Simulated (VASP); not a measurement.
Set up this calculation in VASP 6.6.1, as the native input.

```
Task                   : single point
Functional             : r2SCAN
Potentials or basis    : VASP PAW PBE potentials, release 64 (Mg, O)
Cutoff                 : 520 eV
k mesh                 : 10 × 10 × 10
Occupations            : gaussian, width 0.05 eV
Spin                   : no spin polarisation
Dipole correction      : no
Further INCAR settings : ALGO = Normal; EDIFF = 1e-06; NBANDS = 11
```

Crystal: MgO.

```
CELL_PARAMETERS angstrom
0.00000 2.13515 2.13515
2.13515 0.00000 2.13515
2.13515 2.13515 0.00000
ATOMIC_POSITIONS crystal
Mg 0.00000 0.00000 0.00000
O 0.50000 0.50000 0.52898
```

This cell differs from its parent crystal: all O atoms moved +0.087 Å, as atom 2 along Cartesian [1 1 0].

The input as run:

POSCAR

```
MgO
1.0
    0.0000000000      2.1351500000      2.1351500000
    2.1351500000      0.0000000000      2.1351500000
    2.1351500000      2.1351500000      0.0000000000
Mg O
1 1
Direct
    0.0000000000      0.0000000000      0.0000000000
    0.5000000000      0.5000000000      0.5289777502
```

INCAR.step1

```
PREC = Accurate
ENCUT = 520
ISMEAR = 0
SIGMA = 0.05
LREAL = False
LASPH = True
NELM = 100
NBANDS = 11
GGA = PE
ALGO = Normal
EDIFF = 1E-4
LWAVE = True
LCHARG = False
```

INCAR.step2

```
PREC = Accurate
ENCUT = 520
EDIFF = 1E-6
ISMEAR = 0
SIGMA = 0.05
LREAL = False
LASPH = True
NELM = 100
ALGO = Normal
ISIF = 2
LWAVE = False
LCHARG = False
METAGGA = R2SCAN
LMIXTAU = True
NBANDS = 11
ISTART = 1
```

KPOINTS

```
regular mesh
0
Gamma
  10 10 10
```

Potentials or basis: VASP PAW PBE potentials, release 64 (Mg, O).

The run is started by

```bash
$ cat potpaw_PBE.64/Mg/POTCAR potpaw_PBE.64/O/POTCAR > POTCAR
$ cp INCAR.step1 INCAR
$ mpirun -np 1 vasp_std > vasp.out
$ cp INCAR.step2 INCAR
$ mpirun -np 1 vasp_std > vasp.out
```

It gave:

```
Pressure               : -7.5 GPa
Largest force          : 0.398 eV/Å
Band gap on the k mesh : 5.19 eV, direct
```

Caveat: the cell differs from its parent crystal (all O atoms moved +0.087 Å, as atom 2 along Cartesian [1 1 0]); the PAW data sets were made with another functional, which shifts forces and pressure a little.

Wall time 51 s on 1 thread of Intel(R) Xeon(R) 6975P-C (Granite Rapids) (shared host), peak memory 0.17 GiB.
